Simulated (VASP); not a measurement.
Here is a VASP 6.6.1 calculation.

The input INCAR:

```
SYSTEM = NiO
ALGO     = Normal         ! electronic algorithm
EDIFF    = 1E-6           ! SCF threshold, eV
ENCUT    = 520            ! plane-wave cutoff, eV
GGA      = PE             ! functional
ISIF     = 2              ! what is computed and relaxed
ISMEAR   = -1             ! smearing method
ISPIN    = 2              ! spin polarisation
LASPH    = .True.         ! aspherical terms in the spheres
LCHARG   = .False.        ! write CHGCAR
LMAXMIX  = 4              ! l up to which the mixer works
LORBIT   = 11             ! projections on sites
LREAL    = .False.        ! projectors in reciprocal space
LWAVE    = .False.        ! write WAVECAR
MAGMOM   = 1.5 0          ! initial moments
NBANDS   = 19             ! bands
NELM     = 150            ! most SCF steps
PREC     = Accurate       ! precision mode
SIGMA    = 0.03           ! smearing width, eV
```

File KPOINTS:

```
k-points
0
Gamma
  17 17 17
  0 0 0
```

The input POSCAR:

```
NiO
1.0
    0.0000000000      2.0494838000      2.0913100000
    2.0494838000      0.0000000000      2.0913100000
    2.0494838000      2.0494838000      0.0000000000
Ni O
1 1
Direct
    0.0000000000      0.0000000000      0.0000000000
    0.5000000000      0.5000000000      0.5000000000
```

Potentials or basis: VASP PAW PBE potentials, release 64 (Ni, O).

Run with:

```console
$ cat potpaw_PBE.64/Ni/POTCAR potpaw_PBE.64/O/POTCAR > POTCAR
$ mpirun -np 1 vasp_std > vasp.out
```

Q: What does it give for the net moment?

A: 1.58 μB per cell.

Q: Predict the pressure.

A: 11.9 GPa.

Q: What does it give for the site moments?

A: Ni +1.31; O +0.23 μB.

Stress tensor (GPa, compression positive):
```
12.80  0.00  0.00
 0.00 12.80  0.00
 0.00  0.00 10.15
```

Caveat: the cell differs from its parent crystal (equal xx and yy strain of -2 %); a cell with one magnetic atom can't hold antiferromagnetic order, which such compounds often take.
